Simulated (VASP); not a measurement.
# As in VASP: single point with PBE

Aim: the single point of As with PBE.

Program: VASP 6.6.1. These are calculated values, not measurements. Logs are shortened: lines on timing, memory, paths and dates and some standing lists are left out, and cuts for length are marked.

## 1. The cell of the first run

The cell holds a slab with vacuum, 2 atoms: a = 3.619 Å, b = 3.619 Å, c = 22.500 Å, α = 90.00°, β = 90.00°, γ = 120.00°.

## 2. Single point, PBE

Contents of INCAR:

```
SYSTEM = As
PREC = Accurate
ENCUT = 400
EDIFF = 1E-6
ISMEAR = 0
SIGMA = 0.04
LREAL = .FALSE.
LASPH = .TRUE.
NELM = 120
ALGO = Normal
ISIF = 2
LWAVE = .FALSE.
LCHARG = .TRUE.
LDIPOL = .TRUE.
IDIPOL = 3
DIPOL = 0.5 0.5 0.631
GGA = PE
LELF = .TRUE.
LVHAR = .TRUE.
LVACPOTAV = .TRUE.
NBANDS = 12
GGA_COMPAT = .FALSE.
NELMDL = -8
```

Contents of KPOINTS:

```
Automatic mesh
0
G
  12 12 1
  0 0 0
```

Contents of POSCAR:

```
As
1.0
    3.6188152177      0.0000000000      0.0000000000
   -1.8094076088      3.1339859101      0.0000000000
    0.0000000000      0.0000000000     22.5000000000
As
2
Direct
    0.3333333333      0.6666666667      0.6010943991
    0.0000000000      0.0000000000      0.6613277864
```

Potentials or basis: VASP PAW PBE potentials, release 64 (As).

On the command line:

```console
$ cat potpaw_PBE.64/As/POTCAR > POTCAR
$ mpirun -np 1 vasp_std > vasp.out
```

OUTCAR:

```text
SYSTEM = As
   PREC = Accurate
   ENCUT = 400
   EDIFF = 1E-6
   ISMEAR = 0
   LREAL = .FALSE.
   LASPH = .TRUE.
   NELM = 120
   ISIF = 2
   GGA = PE
   NELMDL = -8

 ion  position               nearest neighbor table
   1  0.333  0.667  0.601-   2 2.49   2 2.49   2 2.49
   2  0.000  0.000  0.661-   1 2.49   1 2.49   1 2.49

  LATTYP: Found a hexagonal cell.
 ALAT       =     3.6188152177
 C/A-ratio  =     6.2175045274

  Lattice vectors:

 A1 = (   3.6188152177,   0.0000000000,   0.0000000000)
 A2 = (  -1.8094076088,   3.1339859101,   0.0000000000)
 A3 = (   0.0000000000,   0.0000000000,  22.5000000000)

Analysis of symmetry for initial positions (statically):
=====================================================================
 Subroutine PRICEL returns:
 Original cell was already a primitive cell.

 Routine SETGRP: Setting up the symmetry group for a
 hexagonal supercell.

 Subroutine GETGRP returns: Found 12 space group operations
 (whereof  6 operations were pure point group operations)
 out of a pool of 24 trial point group operations.

The static configuration has the point symmetry C_3v.
 The point group associated with its full space group is D_3d.

Analysis of symmetry for dynamics (positions and initial velocities):
=====================================================================
 Subroutine PRICEL returns:
 Original cell was already a primitive cell.

 Routine SETGRP: Setting up the symmetry group for a
 hexagonal supercell.

 Subroutine GETGRP returns: Found 12 space group operations
 (whereof  6 operations were pure point group operations)
 out of a pool of 24 trial point group operations.

The dynamic configuration has the point symmetry C_3v.
 The point group associated with its full space group is D_3d.

 Subroutine INISYM returns: Found 12 space group operations
 (whereof  6 operations are pure point group operations),
 and found     1 'primitive' translations

----------------------------------------------------------------------------------------

                                     Primitive cell

  volume of cell :     255.1796

  direct lattice vectors                    reciprocal lattice vectors
     3.618815218  0.000000000  0.000000000     0.276333535  0.159541241  0.000000000
    -1.809407609  3.133985910  0.000000000     0.000000000  0.319082481  0.000000000
     0.000000000  0.000000000 22.500000000     0.000000000  0.000000000  0.044444444

  length of vectors
     3.618815218  3.618815218 22.500000000     0.319082481  0.319082481  0.044444444

  position of ions in fractional coordinates (direct lattice)
     0.333333333  0.666666667  0.601094399
     0.000000000  0.000000000  0.661327786

  ion indices of the primitive-cell ions
   primitive index   ion index
                 1           1
                 2           2

----------------------------------------------------------------------------------------

 KPOINTS: Automatic mesh

Automatic generation of k-mesh.
 Grid dimensions read from file:
 generate k-points for:   12   12    1

 Generating k-lattice:

  Cartesian coordinates                     Fractional coordinates (reciprocal lattice)
     0.023027795  0.013295103  0.000000000     0.083333333 -0.000000000  0.000000000
     0.000000000  0.026590207  0.000000000     0.000000000  0.083333333  0.000000000
     0.000000000  0.000000000  0.044444444     0.000000000  0.000000000  1.000000000

  Length of vectors
     0.026590207  0.026590207  0.044444444

  Shift w.r.t. Gamma in fractional coordinates (k-lattice)
     0.000000000  0.000000000  0.000000000

 Subroutine IBZKPT returns following result:
 ===========================================

 Found     19 irreducible k-points:

 Following reciprocal coordinates:
            Coordinates               Weight
  0.000000  0.000000  0.000000      1.000000
  0.083333 -0.000000  0.000000      6.000000
  0.166667 -0.000000  0.000000      6.000000
  0.250000 -0.000000  0.000000      6.000000
  0.333333  0.000000  0.000000      6.000000
  0.416667 -0.000000  0.000000      6.000000
[... 11 lines left out ...]
  0.333333  0.250000  0.000000     12.000000
  0.333333  0.333333  0.000000      2.000000
   k-points           NKPTS =     19   k-points in BZ     NKDIM =     19   number of bands    NBANDS=     12
   number of dos      NEDOS =    301   number of ions     NIONS =      2
   total plane-waves  NPLWV =  86400
   dimension x,y,z NGX =    24 NGY =   24 NGZ =  150
   dimension x,y,z NGXF=    48 NGYF=   48 NGZF=  300
   ions per type =               2
   NGX,Y,Z   is equivalent  to a cutoff of  11.03, 11.03, 11.08 a.u.
   NGXF,Y,Z  is equivalent  to a cutoff of  22.05, 22.05, 22.17 a.u.
 SYSTEM =  As
   PREC   = accura    normal or accurate (medium, high low for compatibility)
   ISTART =      0    job   : 0-new  1-cont  2-samecut
   ICHARG =      2    charge: 1-file 2-atom 10-const
   ISPIN  =      1    spin polarized calculation?
   LNONCOLLINEAR =      F non collinear calculations
   LSORBIT =      F    spin-orbit coupling
   LASPH  =      T    aspherical Exc in radial PAW
   ENCUT  =  400.0 eV  29.40 Ry    5.42 a.u.   5.90  5.90 36.69*2*pi/ulx,y,z
   NELM   =    120;   NELMIN=  2; NELMDL= -8     # of ELM steps
   EDIFF  = 0.1E-05   stopping-criterion for ELM
   LREAL  =      F    real-space projection
[... 7 lines left out ...]
   TEBEG  =    0.0;   TEEND  =   0.0 temperature during run
   PSTRESS=    0.0 pullay stress
   NELECT =      10.0000    total number of electrons
   NUPDOWN=      -1.0000    fix difference up-down
   EMIN   =  10.00;   EMAX   =-10.00  energy-range for DOS
   EFERMI =   0.00;   METHOD = LEGACY
   ISMEAR =     0;   SIGMA  =   0.04  broadening in eV -4-tet -1-fermi 0-gaus
   EFERMI_NEDOS =   21; number of points for ismear=-14 and -15
   IALGO  =     38    algorithm
   IMIX   =      4    mixing-type and parameters
     AMIX     =   0.40;   BMIX     =  1.00
     AMIX_MAG =   1.60;   BMIX_MAG =  1.00
  volume/ion in A,a.u.               =     127.59       861.02
  Fermi-wavevector in a.u.,A,eV,Ry     =   0.556066  1.050812  4.207046  0.309209
  Thomas-Fermi vector in A             =   1.590073
   LORBIT       =      0    0 simple, 1 ext, 2 COOP (PROOUT), +10 PAW based schemes
   GGA     = PE    functional components
   LHFCALC =     F    Hartree Fock is set to
   AEXX    =    0.0000 exact exchange contribution
   IVDW    =     0    specifies the selected vdW correction
   LEPSILON=     F    determine dielectric tensor
   LRPA    =     F    only Hartree local field effects (RPA)
 non-spin polarized calculation
 Gauss-broadening in eV      SIGMA  =   0.04
  energy-cutoff  :      400.00
  volume of cell :      255.18
 maximum number of plane-waves:      4672
 NGX is ok and might be reduce to    24
   NGX = 11   NGY = 11   NGZ = 73

 number of electron      10.0000000 magnetization

 dipolmoment           0.000000      0.000000     -0.000000 electrons x Angstroem

 number of electron       9.9999997 magnetization

 dipolmoment           0.000000      0.000000      0.000001 electrons x Angstroem

 Free energy of the ion-electron system (eV)
  ---------------------------------------------------
  ext. energy  EPLUGINS =         0.00000000
  ---------------------------------------------------
  free energy    TOTEN  =        -9.32338502 eV

  energy without entropy =       -9.32338502  energy(sigma->0) =       -9.32338502

 E-fermi :  -3.7044     XC(G=0):  -2.3142

 val. band max:       -3.9381532349   @ k =   0.0000   0.0000   0.0000
 cond. band min:      -2.1397933248   @ k =   0.3333   0.0000   0.0000
 fundamental gap:      1.7983599102
 Fermi energy:        -3.7044248700

 k-point     1 :       0.0000    0.0000    0.0000
  band No.  band energies     occupation
      1     -17.3095      2.00000
      2     -10.7936      2.00000
      3      -4.1548      2.00000
      4      -3.9382      2.00000
      5      -3.9382      2.00000
      6      -1.9927      0.00000
      7      -0.3202      0.00000
      8      -0.3202      0.00000
      9       1.1402      0.00000
     10       1.3839      0.00000
     11       1.9779      0.00000
     12       2.4084      0.00000

 k-point     2 :       0.0833   -0.0000    0.0000
  band No.  band energies     occupation
      1     -17.2180      2.00000
      2     -10.7879      2.00000
      3      -4.8191      2.00000
      4      -4.1406      2.00000
      5      -4.1139      2.00000
      6      -1.3415      0.00000
      7      -0.4275      0.00000
      8      -0.1000      0.00000
      9       1.2623      0.00000
     10       1.4915      0.00000
     11       2.0823      0.00000
     12       2.5166      0.00000

 k-point     3 :       0.1667   -0.0000    0.0000
  band No.  band energies     occupation
      1     -16.9461      2.00000
      2     -10.8236      2.00000
      3      -6.1016      2.00000
      4      -4.5914      2.00000
      5      -4.0316      2.00000
      6      -1.5607      0.00000
      7       0.2641      0.00000
      8       0.3468      0.00000
      9       1.5828      0.00000
     10       1.8166      0.00000
     11       2.3849      0.00000
     12       2.8276      0.00000
[... 211 lines left out ...]
 k-point    18 :       0.3333    0.2500    0.0000
  band No.  band energies     occupation
      1     -14.4080      2.00000
      2     -13.1770      2.00000
      3      -7.9819      2.00000
      4      -6.1729      2.00000
      5      -5.2472      2.00000
      6      -1.3742      0.00000
      7       0.4625      0.00000
      8       0.9811      0.00000
      9       3.9009      0.00000
     10       4.6146      0.00000
     11       4.8354      0.00000
     12       5.2088      0.00000

 k-point    19 :       0.3333    0.3333    0.0000
  band No.  band energies     occupation
      1     -13.7796      2.00000
      2     -13.7796      2.00000
      3      -8.2128      2.00000
      4      -5.6898      2.00000
      5      -5.6898      2.00000
      6      -1.6123      0.00000
      7       0.9413      0.00000
      8       0.9413      0.00000
      9       4.3353      0.00000
     10       5.0312      0.00000
     11       5.0313      0.00000
     12       5.8194      0.00000

------------------------ aborting loop because EDIFF is reached ----------------------------------------

  FORCE on cell =-STRESS in cart. coord.  units (eV):
  Direction    XX          YY          ZZ          XY          YZ          ZX
  --------------------------------------------------------------------------------------
  -------------------------------------------------------------------------------------
  Total        0.1244065      0.1244065      0.6728405      0.0000000      0.0000000      0.0000000
  in kB        0.7811021      0.7811021      4.2245141      0.0000000      0.0000000      0.0000000
  external PRESSURE =       1.9289061 kB  Pullay stress =       0.0000000 kB

 VOLUME and BASIS-vectors are now :
 -----------------------------------------------------------------------------
  energy-cutoff  :      400.00
  volume of cell :      255.18
      direct lattice vectors                 reciprocal lattice vectors
     3.618815218  0.000000000  0.000000000     0.276333535  0.159541241  0.000000000
    -1.809407609  3.133985910  0.000000000     0.000000000  0.319082481  0.000000000
     0.000000000  0.000000000 22.500000000     0.000000000  0.000000000  0.044444444

 POSITION                                       TOTAL-FORCE (eV/Angst)
 -----------------------------------------------------------------------------------
     -0.00000      2.08932     13.52462        -0.000000      0.000000     -0.501561
      0.00000      0.00000     14.87988         0.000000      0.000000      0.501561
 -----------------------------------------------------------------------------------
    total drift:                                0.000000     -0.000000      0.000006

  FREE ENERGIE OF THE ION-ELECTRON SYSTEM (eV)
  ---------------------------------------------------
  free  energy   TOTEN  =        -9.3233850178 eV

  energy  without entropy=       -9.3233850178  energy(sigma->0) =       -9.32338502

 vacuum level on the upper side and lower side of the slab         1.671         1.671
```

It took 60 s on 1 thread of Intel Xeon Platinum 8375C at 2.90GHz (Ice Lake), shared host; peak memory 0.27 GiB.

What came out:

```
Free energy            : -9.3234 eV
Largest force          : 0.502 eV/Å
Band gap on the k mesh : 1.80 eV (least direct gap 1.95 eV)
```

Forces in eV/Å, atoms in the order of the input:
```
As   0.000  0.000 -0.502
As   0.000  0.000  0.502
```

Levels at points of the mesh, in eV from the valence-band top:
```
           k point  band 3  band 4  band 5  band 6  band 7  band 8
(0.00, 0.00, 0.00)   -0.22    0.00    0.00    1.95    3.62    3.62
(0.50, 0.00, 0.00)   -3.17   -1.85   -1.30    2.07    3.49    4.79
```
